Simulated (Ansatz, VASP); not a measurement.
# Ir in VASP and in Ansatz

```
Ir
1.0
     2.66884    0.00000    0.00000
    -1.33442    2.31128    0.00000
     0.00000    0.00000    4.52922
Ir
2
Direct
  0.66667 0.33333 0.75000
  0.33333 0.66667 0.25000
```

Change from the starting cell: strain -0.030 along x and y, +0.015 along z, atoms carried along.

Alike in both runs: task single point; functional PBEsol; k mesh 18 × 18 × 12; occupations gaussian, width 0.15 eV; no spin polarisation.

```csv
,VASP,Ansatz
version,VASP 6.6.1,Ansatz 0.2.0
potentials or method,"VASP PAW PBE potentials, release 64 (Ir_sv_GW), cutoff 500 eV","scalar-relativistic, plane waves, PAW"
valence electrons in the cell,34,34
```

Ansatz gave:

```
gap on the k mesh at the Fermi level (eV)                     : none
pressure (GPa)                                                : 4.8
traceless stress, the component that is largest in VASP (GPa) : -12.37
```

Estimate VASP's values.

gap on the k mesh at the Fermi level (eV): none; pressure (GPa): 1.6; traceless stress, the component that is largest in VASP (GPa): -12.37.

VASP's potentials were made for PBE, not for PBEsol. A gap of «none» marks a metal or a gap that the smearing closes. The functional is the same, so the differences come from potentials, cutoffs and numerics.

Spin-orbit coupling is off throughout.
